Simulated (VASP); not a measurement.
Wanted: the native input for a VASP 6.6.1 run.

| Item | Value |
| --- | --- |
| Task | single point |
| Functional | PBE |
| Potentials or basis | VASP PAW PBE potentials, release 64 (Mg, S) |
| Cutoff | 520 eV |
| k mesh | 4 × 4 × 6 |
| Occupations | gaussian, width 0.02 eV |
| Spin | no spin polarisation |
| Dipole correction | no |
| Further INCAR settings | ALGO = Normal; EDIFF = 1e-07; NBANDS = 26 |

The structure of MgS lies in POSCAR:

```
MgS
1.0
    6.7318684595      0.0000000000      0.0000000000
    0.0000000000      6.7318684595      0.0000000000
    0.0000000000      0.0000000000      3.6002709032
Mg S
4 4
Direct
    0.6630499933      0.6630499933      0.5000000000
    0.1630499933      0.8369500067      0.2500000000
    0.3369500067      0.3369500067      0.0000000000
    0.8369500067      0.1630499933      0.7500000000
    0.8301744783      0.8301744783      0.0000000000
    0.3301744783      0.6698255217      0.7500000000
    0.1698255217      0.1698255217      0.5000000000
    0.6698255217      0.3301744783      0.2500000000
```

This cell differs from its parent crystal: volume scaled by 0.91, then relaxed in part.

The input as run:

INCAR

```
SYSTEM = MgS
PREC = Accurate ; ENCUT = 520
EDIFF = 1E-7 ; ISMEAR = 0
SIGMA = 0.02 ; LREAL = .FALSE.
LASPH = .TRUE. ; NELM = 60
ALGO = Normal ; ISIF = 2
LWAVE = .FALSE. ; LCHARG = .FALSE.
GGA = PE ; NBANDS = 26
```

KPOINTS

```
regular mesh
0
G
  4 4 6
  0 0 0
```

Potentials or basis: VASP PAW PBE potentials, release 64 (Mg, S).

The run is started by

```console
$ cat potpaw_PBE.64/Mg/POTCAR potpaw_PBE.64/S/POTCAR > POTCAR
$ mpirun -np 1 vasp_std > vasp.out
```

Results of the run:

```json
{"Pressure": "6.2 GPa", "Largest force": "0.011 eV/Å", "Band gap on the k mesh": "3.28 eV, indirect (least direct gap 3.29 eV)"}
```

Wall time 70 s on 1 thread of Intel(R) Xeon(R) Platinum 8559C (Emerald Rapids), on a shared host, peak memory 0.28 GiB.
